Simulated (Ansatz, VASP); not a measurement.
This is a calculation of Si2Mo for Ansatz 0.2.0.

Contents of input.yaml:

```yaml
crystal:
  lattice:
    - [4.5854715599, 0.0, 0.0]
    - [-2.29273578, 3.9711348592, 0.0]
    - [0.0, 0.0, 6.5797601]
  atoms:
    - { symbol: Mo, position: [0.5, 0.5, 0.8333333333] }
    - { symbol: Mo, position: [0.0, 0.5, 0.1666666667] }
    - { symbol: Mo, position: [0.5, 0.0, 0.5] }
    - { symbol: Si, position: [0.16387298, 0.32774596, 0.5] }
    - { symbol: Si, position: [0.67225404, 0.83612702, 0.1666666667] }
    - { symbol: Si, position: [0.83612702, 0.16387298, 0.8333333333] }
    - { symbol: Si, position: [0.83612702, 0.67225404, 0.5] }
    - { symbol: Si, position: [0.32774596, 0.16387298, 0.1666666667] }
    - { symbol: Si, position: [0.16387298, 0.83612702, 0.8333333333] }
hamiltonian:
  xc: revpbe
  pseudopotentials: { kind: paw }
kpoints:
  mp_grid: { grid: [5, 5, 3] }
scf:
  occupations: { method: fermi_dirac, width: 0.05 }
output:
  forces: true
  stress: true
  eigenvalues: true
relax:
  f_tol: 0.01
  max_steps: 40
  cell: { stress_tol: 0.05 }
```

Potentials or basis: Ansatz PAW.

Launch:

```sh
$ ansatz run input.yaml --threads 4 --pin off --max-ram 11264MiB --backend cpu --events-out ev --progress --plain --runs-dir out
```

**Question.** Set up the same calculation for VASP 6.6.1. Potentials there: VASP PAW PBE potentials, release 64 (Mo_sv, Si).

**Answer.** As run (the cutoff follows the program's own potentials):

The input INCAR:

```
SYSTEM = Si2Mo
PREC     = Accurate       ! precision mode
ENCUT    = 600            ! plane-wave cutoff, eV
EDIFF    = 1E-7           ! SCF threshold, eV
ISMEAR   = -1             ! smearing method
SIGMA    = 0.05           ! smearing width, eV
LREAL    = .False.        ! projectors in reciprocal space
LASPH    = .True.         ! aspherical terms in the spheres
NELM     = 80             ! most SCF steps
ALGO     = Normal         ! electronic algorithm
ISIF     = 3              ! what is computed and relaxed
LWAVE    = .False.        ! write WAVECAR
LCHARG   = .False.        ! write CHGCAR
GGA      = RE             ! functional
IBRION   = 2              ! ionic algorithm
NSW      = 60             ! ionic steps
EDIFFG   = -0.01          ! ionic threshold
```

Contents of KPOINTS:

```
Automatic mesh
0
Gamma
  5 5 3
  0 0 0
```

The input POSCAR:

```
Si2Mo
1.0
    4.5854715599      0.0000000000      0.0000000000
   -2.2927357800      3.9711348592      0.0000000000
    0.0000000000      0.0000000000      6.5797601000
Mo Si
3 6
Direct
    0.5000000000      0.5000000000      0.8333333333
    0.0000000000      0.5000000000      0.1666666667
    0.5000000000      0.0000000000      0.5000000000
    0.1638729800      0.3277459600      0.5000000000
    0.6722540400      0.8361270200      0.1666666667
    0.8361270200      0.1638729800      0.8333333333
    0.8361270200      0.6722540400      0.5000000000
    0.3277459600      0.1638729800      0.1666666667
    0.1638729800      0.8361270200      0.8333333333
```

Potentials or basis: VASP PAW PBE potentials, release 64 (Mo_sv, Si).

Run with:

```bash
$ cat potpaw_PBE.64/Mo_sv/POTCAR potpaw_PBE.64/Si/POTCAR > POTCAR
$ mpirun -np 1 vasp_std > vasp.out
```

Both were run:

|  | VASP | Ansatz | Ansatz less VASP |
| --- | --- | --- | --- |
| gap on the k mesh at the Fermi level, each at its own relaxed structure (eV) | 0.60 | 0.60 | +0.001 |
| relaxed volume (Å³/atom) | 13.65 | 13.66 | +0.014 |
| relaxed cell length with the largest relative difference (Å) | 6.624 | 6.626 | +0.0023 |

VASP's potentials were made for PBE, not for revPBE.

Noted on Ansatz's run: odd divisions of the mesh miss points on the zone boundary, where band edges often lie, so the gap on the mesh can be too wide; the plane-wave basis is chosen anew once the cell has moved, so the energies of steps on either side of that aren't comparable.
